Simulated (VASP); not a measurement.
# TaN (P6_3/mmc) in VASP: notebook

Runs on TaN. Level: PBE+U. Tasks: single point.

All numbers are computed with VASP 6.6.1; they aren't measurements. Logs are shortened: lines on timing, memory, paths and dates and some standing lists are left out, and cuts for length are marked.

## (1) The cell of the first run

Symmetry: P6_3/mmc, No. 194, hexagonal system. Conventional cell: a = 3.048 Å, b = 3.048 Å, c = 4.918 Å, α = 90.00°, β = 90.00°, γ = 120.00°. Within 2.8 Å of Ta (site symmetry -3m) lie 6 N at 2.15 Å and 2 Ta at 2.46 Å. Within 2.8 Å of N (site symmetry -6m2) lie 6 Ta at 2.15 Å.

## (2) Single point, PBE+U, collinear spin, ferromagnetic start

File INCAR:

```
ALGO = Normal
EDIFF = 1E-6
ENCUT = 520
GGA = PE
ISIF = 2
ISMEAR = 0
ISPIN = 2
LASPH = T
LCHARG = F
LDAU = T
LDAUJ = 0.9 0
LDAUL = 2 -1
LDAUPRINT = 1
LDAUTYPE = 1
LDAUU = 4 0
LMAXMIX = 4
LORBIT = 11
LREAL = F
LWAVE = F
MAGMOM = 2 2 2 2 0 0 0 0
NBANDS = 46
NELM = 150
PREC = Accurate
SIGMA = 0.05
```

File KPOINTS:

```
k-points
0
Gamma
  7 7 2
```

File POSCAR:

```
TaN
1.0
    3.0480018400      0.0000000000      0.0000000000
   -1.5240009200      2.6396470300      0.0000000000
    0.0000000000      0.0000000000      9.8359995600
Ta N
4 4
Direct
    0.0000000000      0.0000000000      0.0000000000
    0.0000000000      0.0000000000      0.2500000000
    0.0000000000      0.0000000000      0.5000000000
    0.0000000000      0.0000000000      0.7500000000
    0.3333333333      0.6666666667      0.1250000000
    0.6666666667      0.3333333333      0.3750000000
    0.3333333333      0.6666666667      0.6250000000
    0.6666666667      0.3333333333      0.8750000000
```

Potentials or basis: VASP PAW PBE potentials, release 64 (Ta_pv, N).

The run is started by

```sh
$ cat potpaw_PBE.64/Ta_pv/POTCAR potpaw_PBE.64/N/POTCAR > POTCAR
$ mpirun -np 1 vasp_std > vasp.out
```

OUTCAR:

```text
EDIFF = 1E-6
   ENCUT = 520
   GGA = PE
   ISIF = 2
   ISMEAR = 0
   ISPIN = 2
   LASPH = T
   LORBIT = 11
   LREAL = F
   NELM = 150
   PREC = Accurate

 ion  position               nearest neighbor table
   1  0.000  0.000  0.000-   5 2.15   8 2.15   8 2.15   5 2.15   8 2.15   5 2.15   2 2.46   4 2.46

   2  0.000  0.000  0.250-   5 2.15   6 2.15   6 2.15   5 2.15   6 2.15   5 2.15   1 2.46   3 2.46

   3  0.000  0.000  0.500-   6 2.15   7 2.15   6 2.15   7 2.15   6 2.15   7 2.15   2 2.46   4 2.46
[... 14 lines left out ...]
 A1 = (   3.0480018400,   0.0000000000,   0.0000000000)
 A2 = (  -1.5240009200,   2.6396470300,   0.0000000000)
 A3 = (   0.0000000000,   0.0000000000,   9.8359995600)

Analysis of symmetry for initial positions (statically):
=====================================================================
 Subroutine PRICEL returns following result:

  LATTYP: Found a hexagonal cell.
 ALAT       =     3.0480018400
 C/A-ratio  =     1.6135160142
[... 12 lines left out ...]
 Subroutine GETGRP returns: Found 24 space group operations
 (whereof 12 operations were pure point group operations)
 out of a pool of 24 trial point group operations.

The static configuration has the point symmetry D_3d.
 The point group associated with its full space group is D_6h.

Analysis of symmetry for dynamics (positions and initial velocities):
=====================================================================
 Subroutine PRICEL returns following result:

  LATTYP: Found a hexagonal cell.
 ALAT       =     3.0480018400
 C/A-ratio  =     1.6135160142
[... 12 lines left out ...]
 Subroutine GETGRP returns: Found 24 space group operations
 (whereof 12 operations were pure point group operations)
 out of a pool of 24 trial point group operations.

The dynamic configuration has the point symmetry D_3d.
 The point group associated with its full space group is D_6h.

Analysis of structural, dynamic, and magnetic symmetry:
=====================================================================
 Subroutine PRICEL returns following result:

  LATTYP: Found a hexagonal cell.
 ALAT       =     3.0480018400
 C/A-ratio  =     1.6135160142
[... 12 lines left out ...]
 Subroutine GETGRP returns: Found 24 space group operations
 (whereof 12 operations were pure point group operations)
 out of a pool of 24 trial point group operations.

The overall configuration has the point symmetry D_3d.
 The point group associated with its full space group is D_6h.

 Subroutine INISYM returns: Found 24 space group operations
 (whereof 12 operations are pure point group operations),
 and found     2 'primitive' translations

----------------------------------------------------------------------------------------

                                     Primitive cell

  volume of cell :      39.5685

  direct lattice vectors                    reciprocal lattice vectors
     3.048001840  0.000000000  0.000000000     0.328083791  0.189419265  0.000000000
    -1.524000920  2.639647030  0.000000000     0.000000000  0.378838530  0.000000000
     0.000000000  0.000000000  4.917999780     0.000000000  0.000000000  0.203334698

  length of vectors
     3.048001840  3.048001845  4.917999780     0.378838530  0.378838530  0.203334698

  position of ions in fractional coordinates (direct lattice)
     0.000000000  0.000000000  0.000000000
     0.000000000  0.000000000  0.500000000
     0.333333333  0.666666667  0.250000000
     0.666666667  0.333333333  0.750000000

  ion indices of the primitive-cell ions
   primitive index   ion index
                 1           1
                 2           2
                 3           5
                 4           8

----------------------------------------------------------------------------------------

 KPOINTS: k-points

Automatic generation of k-mesh.
 Grid dimensions read from file:
 generate k-points for:    7    7    2

 Generating k-lattice:

  Cartesian coordinates                     Fractional coordinates (reciprocal lattice)
     0.046869113  0.027059895  0.000000000     0.142857143  0.000000000  0.000000000
     0.000000000  0.054119790  0.000000000     0.000000000  0.142857143  0.000000000
     0.000000000  0.000000000  0.050833674     0.000000000  0.000000000  0.500000000

  Length of vectors
     0.054119790  0.054119790  0.050833674

[... 34 lines left out ...]
 SYSTEM =  unknown system
   PREC   = accura    normal or accurate (medium, high low for compatibility)
   ISTART =      0    job   : 0-new  1-cont  2-samecut
   ICHARG =      2    charge: 1-file 2-atom 10-const
   ISPIN  =      2    spin polarized calculation?
   LNONCOLLINEAR =      F non collinear calculations
   LSORBIT =      F    spin-orbit coupling
   LASPH  =      T    aspherical Exc in radial PAW
   ENCUT  =  520.0 eV  38.22 Ry    6.18 a.u.   5.67  5.67 18.29*2*pi/ulx,y,z
   NELM   =    150;   NELMIN=  2; NELMDL= -5     # of ELM steps
   EDIFF  = 0.1E-05   stopping-criterion for ELM
   LREAL  =      F    real-space projection
   EDIFFG = 0.1E-04   stopping-criterion for IOM
   NSW    =      0    number of steps for IOM
   IBRION =     -1    ionic relax: 0-MD 1-quasi-New 2-CG
   NFREE  =      0    steps in history (QN), initial steepest desc. (CG)
   ISIF   =      2    stress and relaxation
   ISYM   =      2    0-nonsym 1-usesym 2-fastsym
   POTIM  = 0.5000    time-step for ionic-motion
   TEBEG  =    0.0;   TEEND  =   0.0 temperature during run
   PSTRESS=    0.0 pullay stress
   NELECT =      64.0000    total number of electrons
   NUPDOWN=      -1.0000    fix difference up-down
   EMIN   =  10.00;   EMAX   =-10.00  energy-range for DOS
   EFERMI =   0.00;   METHOD = LEGACY
   ISMEAR =     0;   SIGMA  =   0.05  broadening in eV -4-tet -1-fermi 0-gaus
   EFERMI_NEDOS =   21; number of points for ismear=-14 and -15
   IALGO  =     38    algorithm
   IMIX   =      4    mixing-type and parameters
     AMIX     =   0.40;   BMIX     =  1.00
     AMIX_MAG =   1.60;   BMIX_MAG =  1.00
  volume/ion in A,a.u.               =       9.89        66.76
  Fermi-wavevector in a.u.,A,eV,Ry     =   1.525252  2.882309 31.652511  2.326394
  Thomas-Fermi vector in A             =   2.633448
   LORBIT       =     11    0 simple, 1 ext, 2 COOP (PROOUT), +10 PAW based schemes
 LDA+U is selected, type is set to LDAUTYPE =  1
   angular momentum for each species LDAUL =     2   -1
   U (eV)           for each species LDAUU =   4.0  0.0
   J (eV)           for each species LDAUJ =   0.9  0.0
   GGA     = PE    functional components
   LHFCALC =     F    Hartree Fock is set to
   AEXX    =    0.0000 exact exchange contribution
   IVDW    =     0    specifies the selected vdW correction
   LEPSILON=     F    determine dielectric tensor
   LRPA    =     F    only Hartree local field effects (RPA)
 spin polarized calculation
 Gauss-broadening in eV      SIGMA  =   0.05
  energy-cutoff  :      520.00
  volume of cell :       79.14
 maximum number of plane-waves:      2146
 NGX is ok and might be reduce to    24
   NGX = 11   NGY = 11   NGZ = 37

atom =   1  type =  1  l = 2

 onsite density matrix

spin component  1
[... 116 lines left out ...]
  o =  0.2249  v =  0.0000  0.0000  0.0000  0.0000  0.0000  0.9274  0.0000 -0.0000  0.3741  0.0000      0.0000  0.0000  0.0000  0.0000  0.0000  0.0000  0.0000  0.0000  0.0000  0.0000
  o =  0.2249  v =  0.0000  0.0000  0.0000  0.0000  0.0000 -0.0000  0.3741 -0.0000 -0.0000  0.9274      0.0000  0.0000  0.0000  0.0000  0.0000  0.0000  0.0000  0.0000  0.0000  0.0000
  o =  0.2250  v =  0.9261  0.0000 -0.0000  0.3774  0.0000  0.0000  0.0000  0.0000  0.0000  0.0000      0.0000  0.0000  0.0000  0.0000  0.0000  0.0000  0.0000  0.0000  0.0000  0.0000
  o =  0.2250  v = -0.0000  0.3774 -0.0000 -0.0000  0.9261  0.0000  0.0000  0.0000  0.0000  0.0000      0.0000  0.0000  0.0000  0.0000  0.0000  0.0000  0.0000  0.0000  0.0000  0.0000
  o =  0.2593  v =  0.0000  0.0000  0.0000  0.0000  0.0000 -0.3741 -0.0000 -0.0000  0.9274  0.0000      0.0000  0.0000  0.0000  0.0000  0.0000  0.0000  0.0000  0.0000  0.0000  0.0000
  o =  0.2593  v =  0.0000  0.0000  0.0000  0.0000  0.0000  0.0000 -0.9274 -0.0000 -0.0000  0.3741      0.0000  0.0000  0.0000  0.0000  0.0000  0.0000  0.0000  0.0000  0.0000  0.0000
  o =  0.2596  v = -0.3774 -0.0000 -0.0000  0.9261  0.0000  0.0000  0.0000  0.0000  0.0000  0.0000      0.0000  0.0000  0.0000  0.0000  0.0000  0.0000  0.0000  0.0000  0.0000  0.0000
  o =  0.2596  v =  0.0000 -0.9261 -0.0000 -0.0000  0.3774  0.0000  0.0000  0.0000  0.0000  0.0000      0.0000  0.0000  0.0000  0.0000  0.0000  0.0000  0.0000  0.0000  0.0000  0.0000
  o =  0.3735  v = -0.0000  0.0000 -1.0000 -0.0000 -0.0000  0.0000  0.0000  0.0000  0.0000  0.0000      0.0000  0.0000  0.0000  0.0000  0.0000  0.0000  0.0000  0.0000  0.0000  0.0000
  o =  0.3736  v =  0.0000  0.0000  0.0000  0.0000  0.0000 -0.0000  0.0000 -1.0000 -0.0000 -0.0000      0.0000  0.0000  0.0000  0.0000  0.0000  0.0000  0.0000  0.0000  0.0000  0.0000

 number of electron      64.0000005 magnetization       0.0048159

 Free energy of the ion-electron system (eV)
  ---------------------------------------------------
  ext. energy  EPLUGINS =         0.00000000
  ---------------------------------------------------
  free energy    TOTEN  =       -70.33948434 eV

  energy without entropy =      -70.33474272  energy(sigma->0) =      -70.33711353

 E-fermi :  10.3217     XC(G=0): -13.7573

 val. band max:       10.1892928269   @ k =   0.0000   0.0000   0.0000
 cond. band min:      10.3217187115   @ k =   0.4286   0.1429   0.5000
 fundamental gap:      0.1324258846
 Fermi energy:        10.3216600394

 spin component 1

 k-point     1 :       0.0000    0.0000    0.0000
  band No.  band energies     occupation
      1     -27.4914      1.00000
      2     -26.1142      1.00000
      3     -26.1142      1.00000
      4     -25.6475      1.00000
      5     -25.6475      1.00000
      6     -25.4649      1.00000
[... 741 lines left out ...]
     43      15.7854      0.00000
     44      15.7854      0.00000
 Fermi energy:        10.3216600394

 spin component 2

 k-point     1 :       0.0000    0.0000    0.0000
  band No.  band energies     occupation
      1     -27.4910      1.00000
      2     -26.1138      1.00000
      3     -26.1138      1.00000
      4     -25.6469      1.00000
      5     -25.6469      1.00000
      6     -25.4642      1.00000
[... 741 lines left out ...]
     43      15.7863      0.00000
     44      15.7863      0.00000
 [bands above 44 left out]

------------------------ aborting loop because EDIFF is reached ----------------------------------------

  FORCE on cell =-STRESS in cart. coord.  units (eV):
  Direction    XX          YY          ZZ          XY          YZ          ZX
  --------------------------------------------------------------------------------------
  -------------------------------------------------------------------------------------
  Total       19.9165348     19.9165348     67.2734843     -0.0000000      0.0000000     -0.0000000
  in kB      403.2225185    403.2225203   1361.9931441     -0.0000000      0.0000000     -0.0000000
  external PRESSURE =     722.8127276 kB  Pullay stress =       0.0000000 kB

 VOLUME and BASIS-vectors are now :
 -----------------------------------------------------------------------------
  energy-cutoff  :      520.00
  volume of cell :       79.14
      direct lattice vectors                 reciprocal lattice vectors
     3.048001840  0.000000000  0.000000000     0.328083791  0.189419265  0.000000000
    -1.524000920  2.639647030  0.000000000     0.000000000  0.378838530  0.000000000
     0.000000000  0.000000000  9.835999560     0.000000000  0.000000000  0.101667349

 POSITION                                       TOTAL-FORCE (eV/Angst)
 -----------------------------------------------------------------------------------
      0.00000      0.00000      0.00000         0.000000     -0.000000     -0.000000
      0.00000      0.00000      2.45900         0.000000     -0.000000     -0.000000
      0.00000      0.00000      4.91800         0.000000     -0.000000     -0.000000
      0.00000      0.00000      7.37700         0.000000     -0.000000     -0.000000
     -0.00000      1.75976      1.22950        -0.000000      0.000000      0.000000
      1.52400      0.87988      3.68850         0.000000     -0.000000      0.000000
     -0.00000      1.75976      6.14750        -0.000000      0.000000     -0.000000
      1.52400      0.87988      8.60650         0.000000     -0.000000      0.000000
 -----------------------------------------------------------------------------------
    total drift:                               -0.000000      0.000000      0.000000

  FREE ENERGIE OF THE ION-ELECTRON SYSTEM (eV)
  ---------------------------------------------------
  free  energy   TOTEN  =       -70.3394843425 eV

  energy  without entropy=      -70.3347427169  energy(sigma->0) =      -70.33711353

 total charge

# of ion       s       p       d       tot
------------------------------------------
    1        0.339   6.307   2.627   9.273
    2        0.339   6.307   2.627   9.273
    3        0.339   6.307   2.627   9.273
    4        0.339   6.307   2.627   9.273
    5        1.239   2.606   0.000   3.846
    6        1.239   2.606   0.000   3.846
    7        1.239   2.606   0.000   3.846
    8        1.239   2.606   0.000   3.846
--------------------------------------------------
tot          6.313  35.653  10.507  52.473

 magnetization (x)

# of ion       s       p       d       tot
------------------------------------------
    1        0.000   0.000   0.001   0.001
    2        0.000   0.000   0.001   0.001
    3        0.000   0.000   0.001   0.001
    4        0.000   0.000   0.001   0.001
    5       -0.000  -0.000   0.000  -0.000
    6       -0.000  -0.000   0.000  -0.000
    7       -0.000  -0.000   0.000  -0.000
    8       -0.000  -0.000   0.000  -0.000
--------------------------------------------------
tot          0.000  -0.000   0.003   0.003
```

Run time: 3.8 min. Hardware: 1 thread of Intel Xeon 6975P-C, shared host; peak memory 0.28 GiB.

What came out:

* Free energy: -70.3395 eV
* Pressure: 72.3 GPa
* Band gap on the k mesh: zero (filled and empty bands overlap)
* Net moment: 0.00 μB per cell
* Valence electrons inside the program's atomic spheres: Ta 9.27; N 3.85

Eigenvalues of the final occupation matrices:
```
    site  spin  trace               eigenvalues
site 1 d     1   1.34  0.22 0.22 0.26 0.26 0.37
site 1 d     2   1.34  0.22 0.22 0.26 0.26 0.37
site 2 d     1   1.34  0.22 0.22 0.26 0.26 0.37
site 2 d     2   1.34  0.22 0.22 0.26 0.26 0.37
site 3 d     1   1.34  0.22 0.22 0.26 0.26 0.37
site 3 d     2   1.34  0.22 0.22 0.26 0.26 0.37
site 4 d     1   1.34  0.22 0.22 0.26 0.26 0.37
site 4 d     2   1.34  0.22 0.22 0.26 0.26 0.37
```

Caveat: spin-orbit coupling is left out, which moves the levels of the heavy elements. The state reached can hang on the start; a lower one may exist.

(Continued in part 2 of 2.)
